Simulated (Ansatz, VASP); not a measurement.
# Two plane-wave programs on GaBO6

INCAR

```
SYSTEM = GaBO6
PREC = Accurate ; ENCUT = 600
EDIFF = 1E-6 ; ISMEAR = 0
SIGMA = 0.1 ; LREAL = .False.
LASPH = .True. ; NELM = 100
ALGO = Normal ; ISIF = 3
LWAVE = .False. ; LCHARG = .False.
GGA = PE ; IBRION = 2
NSW = 90 ; EDIFFG = -0.04
```

File KPOINTS:

```
Automatic mesh
0
Gamma
  4 4 4
  0 0 0
```

File POSCAR:

```
GaBO6
1.0
    0.0000000000      3.6370054700      3.6370054700
    3.6370054700      0.0000000000      3.6370054700
    3.6370054700      3.6370054700      0.0000000000
Ga B O
1 1 6
Direct
    0.5000000000      0.5000000000      0.5000000000
    0.0000000000      0.0000000000      0.0000000000
    0.8023148100      0.1976851900      0.1976851900
    0.1976851900      0.8023148100      0.8023148100
    0.1976851900      0.8023148100      0.1976851900
    0.8023148100      0.1976851900      0.8023148100
    0.1976851900      0.1976851900      0.8023148100
    0.8023148100      0.8023148100      0.1976851900
```

Input for Ansatz:

```yaml
crystal:
  lattice:
    - [0.0, 3.63700547, 3.63700547]
    - [3.63700547, 0.0, 3.63700547]
    - [3.63700547, 3.63700547, 0.0]
  atoms:
    - { symbol: Ga, position: [0.5, 0.5, 0.5] }
    - { symbol: B, position: [0.0, 0.0, 0.0] }
    - { symbol: O, position: [0.80231481, 0.19768519, 0.19768519] }
    - { symbol: O, position: [0.19768519, 0.80231481, 0.80231481] }
    - { symbol: O, position: [0.19768519, 0.80231481, 0.19768519] }
    - { symbol: O, position: [0.80231481, 0.19768519, 0.80231481] }
    - { symbol: O, position: [0.19768519, 0.19768519, 0.80231481] }
    - { symbol: O, position: [0.80231481, 0.80231481, 0.19768519] }
basis:
  ecutwfc: 420
kpoints:
  mp_grid: { grid: [4, 4, 4] }
hamiltonian:
  xc: pbe
scf:
  occupations: { method: gaussian, width: 0.1 }
  lower_state_search: "off"
output:
  forces: true
  stress: true
  eigenvalues: true
relax:
  adjacent_minimum: "off"
  f_tol: 0.04
  max_steps: 70
  cell: { stress_tol: 0.4 }
```

Alike in both runs: task relaxation of cell and atoms; functional PBE; k mesh 4 × 4 × 4; occupations gaussian, width 0.1 eV; no spin polarisation.

```csv
,VASP,Ansatz
version,VASP 6.6.1,Ansatz 0.2.0
potentials or method,"VASP PAW PBE potentials, release 64 (Ga_d, B, O), cutoff 600 eV","scalar-relativistic, plane waves, PAW"
valence electrons in the cell,52,52
```

```tsv
	VASP	Ansatz	Ansatz less VASP
gap on the k mesh at the Fermi level, each at its own relaxed structure (eV)	none	none	-
relaxed volume (Å³/atom)	11.23	11.28	+0.043
relaxed cell length with the largest relative difference (Å)	5.028	5.034	+0.0064
```

A gap of «none» marks a metal or a gap that the smearing closes.

The k mesh is coarse, so the values compare programs but aren't converged.
